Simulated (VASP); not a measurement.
Here is a VASP 6.6.1 calculation.

The input INCAR:

```
  PREC = Accurate
  ENCUT = 520
  EDIFF = 1E-7
  ISMEAR = 1
  SIGMA = 0.15
  LREAL = False
  LASPH = True
  NELM = 80
  ALGO = Normal
  ISIF = 2
  LWAVE = False
  LCHARG = True
  GGA = PS
  LELF = True
  LVHAR = True
  NBANDS = 18
```

File KPOINTS:

```
Automatic mesh
0
Gamma
  13 13 7
```

Contents of POSCAR:

```
Cu
1.0
    2.5591887011      0.0000000000      0.0000000000
   -1.2795938456      2.2163220469      0.0000000000
    0.0000000000      0.0000000000      4.1532921730
Cu
2
Direct
    0.3333333333      0.6666666667      0.2500000000
    0.6666666667      0.3333333333      0.7500000000
```

Potentials or basis: VASP PAW PBE potentials, release 64 (Cu).

The run is started by

```console
$ cat potpaw_PBE.64/Cu/POTCAR > POTCAR
$ mpirun -np 1 vasp_std > vasp.out
```

What does it give for the pressure?

-5.5 GPa.

Estimate the band gap on the k mesh.

zero (band 11 reaches 10.42 eV, above the bottom of band 12 at 5.55 eV).

Stress tensor (GPa, compression positive):
```
-6.62  0.00  0.00
 0.00 -6.62  0.00
 0.00  0.00 -3.16
```

Caveat: the PAW data sets were made with another functional, which shifts forces and pressure a little.
